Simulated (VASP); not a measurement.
Input of a VASP 6.6.1 run:

The input INCAR:

```
  PREC = Accurate
  ENCUT = 520
  EDIFF = 1E-7
  ISMEAR = 0
  SIGMA = 0.1
  LREAL = F
  LASPH = T
  NELM = 100
  ALGO = Normal
  ISIF = 2
  LWAVE = F
  LCHARG = F
  LDIPOL = T
  IDIPOL = 3
  DIPOL = 0.5 0.5 0.336
  GGA = PE
  NBANDS = 52
```

The input KPOINTS:

```
Automatic mesh
0
Gamma
  6 6 1
```

POSCAR

```
Mo6H
1.0
    4.4695765307      0.0000000000      0.0000000000
   -2.2347882654      3.8707668198      0.0000000000
    0.0000000000      0.0000000000     19.7595667350
Mo H
6 1
Direct
    0.6666666667      0.3333333333      0.2024335884
    0.3333333333      0.6666666667      0.2486060831
    0.0000000000      0.0000000000      0.2947785777
    0.6666666667      0.3333333333      0.3368821116
    0.3333333333      0.6666666667      0.3779725564
    0.0000000000      0.0000000000      0.4180034333
    0.2222222222      0.8888888889      0.4762466557
```

Potentials or basis: VASP PAW PBE potentials, release 64 (Mo_sv, H).

Launch:

```sh
$ cat potpaw_PBE.64/Mo_sv/POTCAR potpaw_PBE.64/H/POTCAR > POTCAR
$ mpirun -np 1 vasp_std > vasp.out
```

(1) Estimate the band gap on the k mesh.

(2) What does it give for the largest force?

Results:

(1) zero (an odd number of electrons rules out a gap without spin polarisation).

(2) 1.756 eV/Å.
